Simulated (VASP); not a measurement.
A run of VASP 6.6.1:

Contents of INCAR:

```
SYSTEM = C
ALGO = Normal
EDIFF = 1E-7
ENCUT = 520
GGA = PS
ISIF = 2
ISMEAR = 0
LASPH = .True.
LCHARG = .False.
LREAL = .False.
LWAVE = .False.
NBANDS = 11
NELM = 80
PREC = Accurate
SIGMA = 0.01
```

File KPOINTS:

```
k-points
0
Gamma
  12 12 12
  0 0 0
```

POSCAR

```
C
1.0
    1.7642951406      1.7642951406      0.0000000000
   -1.7642951406      1.7642951406      0.0000000000
    0.0000000000      1.7642951406      1.7642951406
C
2
Direct
    0.5000000000      0.5000000000      0.0000000000
    0.7500000000      0.2500000000      0.5000000000
```

Potentials or basis: VASP PAW PBE potentials, release 64 (C).

Run with:

```bash
$ cat potpaw_PBE.64/C/POTCAR > POTCAR
$ mpirun -np 1 vasp_std > vasp.out
```

Hardware: 1 thread of Intel Xeon 8259CL (shared host).

Question: How long does it take, and how much memory?

Answer: Wall time 9.4 s on 1 thread of Intel Xeon 8259CL (shared host), peak memory 0.12 GiB. Counts: scf iterations 12, k points 72.
